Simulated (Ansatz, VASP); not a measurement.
This is a calculation of Fe for Ansatz 0.2.0.

File input.yaml:

```yaml
crystal:
  lattice:
    - [-1.4333151444, 1.4333151444, 1.4333151444]
    - [1.4333151444, -1.4333151444, 1.4333151444]
    - [1.4333151444, 1.4333151444, -1.4333151444]
  atoms:
    - { symbol: Fe, position: [0.0, 0.0, 0.0], spin: 3.0 }
kpoints:
  mp_grid: { grid: [13, 13, 13] }
scf:
  occupations: { method: fermi_dirac, width: 0.05 }
hamiltonian:
  xc: lda
  pseudopotentials: { kind: all_electron, lapw: { basis_error: 0.001 } }
magnetization:
  spin_polarized: true
output:
  forces: true
  stress: true
  eigenvalues: true
```

Potentials or basis: all-electron LAPW, scalar-relativistic.

Run with:

```console
$ ansatz run input.yaml --threads 2 --pin off --max-ram 6144MiB --backend cpu --events-out ev --progress --plain --runs-dir out
```

Translate it to VASP 6.6.1. Potentials there: VASP PAW LDA potentials, release 64 (Fe).

As run (the cutoff follows the program's own potentials):

File INCAR:

```
PREC = Accurate
ENCUT = 520
EDIFF = 1E-6
ISMEAR = -1
SIGMA = 0.05
LREAL = False
LASPH = True
NELM = 150
ALGO = Fast
ISIF = 2
LWAVE = False
LCHARG = False
ISPIN = 2
MAGMOM = 3
LORBIT = 11
LMAXMIX = 4
NBANDS = 14
```

The input KPOINTS:

```
Automatic mesh
0
Gamma
  13 13 13
```

The input POSCAR:

```
Fe
1.0
   -1.4333151444      1.4333151444      1.4333151444
    1.4333151444     -1.4333151444      1.4333151444
    1.4333151444      1.4333151444     -1.4333151444
Fe
1
Direct
    0.0000000000      0.0000000000      0.0000000000
```

Potentials or basis: VASP PAW LDA potentials, release 64 (Fe).

Command:

```console
$ cat potpaw_LDA.64/Fe/POTCAR > POTCAR
$ mpirun -np 1 vasp_std > vasp.out
```

Both were run:

|  | VASP | Ansatz | Ansatz less VASP |
| --- | --- | --- | --- |
| gap on the k mesh at the Fermi level (eV) | none | none | - |
| pressure (GPa) | -24.5 | -23.8 | +0.71 |
| net moment per atom (μB) | 2.13 | 2.16 | +0.031 |
| size of the moment on the site where the two differ most (μB) | 2.11 | 2.19 | +0.085 |

LDA's correlation is that of Perdew and Zunger in VASP and of Perdew and Wang (1992) in Ansatz. Site moments also hang on the region over which each program counts them. A gap of «none» marks a metal or a gap that the smearing closes. Ansatz ran all-electron here, and VASP with PAW potentials.
